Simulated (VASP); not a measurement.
Runs of VASP 6.6.1 on InP. The structure is that of space group F-43m (No. 216), or close to it. The cells are those of the table. 

```tsv
cell	gap on the mesh (eV)	pressure (GPa)
a = 4.051, b = 4.051, c = 4.082 Å, angles 59.7, 59.7, 60.5°, 2 atoms	1.47	6.8
a = 4.207 Å, angles 60.0°, 2 atoms	0.91	-1.5
a = 4.114, b = 4.114, c = 4.020 Å, angles 60.8, 60.8, 58.5°, 2 atoms	1.34	5.3
a = 4.020 Å, angles 60.0°, 2 atoms	1.70	10.0
a = 4.146, b = 4.146, c = 4.020 Å, angles 61.0, 61.0, 58.0°, 2 atoms	1.22	4.0
a = 4.113, b = 4.113, c = 4.144 Å, angles 59.8, 59.8, 60.5°, 2 atoms	(b)	(a)
a = 4.269 Å, angles 60.0°, 2 atoms	0.65	-3.9
a = 4.051, b = 4.051, c = 4.020 Å, angles 60.3, 60.3, 59.5°, 2 atoms	1.58	8.3
```

Alike in all rows: task single point; level r2SCAN; potentials or basis VASP PAW PBE potentials, release 64 (In_d, P); no spin polarisation; k mesh 8 × 8 × 8; cutoff (eV) 520; smearing gaussian 0.05 eV.

Estimate the missing entries.

(a) 2.8; (b) 1.21.

Caveats: the PAW data sets were made with another functional, which shifts forces and pressure a little; spin-orbit coupling is left out, which moves the levels of the heavy elements; the cell stands under pressure (at least some runs); the cell stands under tension (at least some runs).

A k mesh can miss the band edges, and the runs leave out spin-orbit coupling on In.
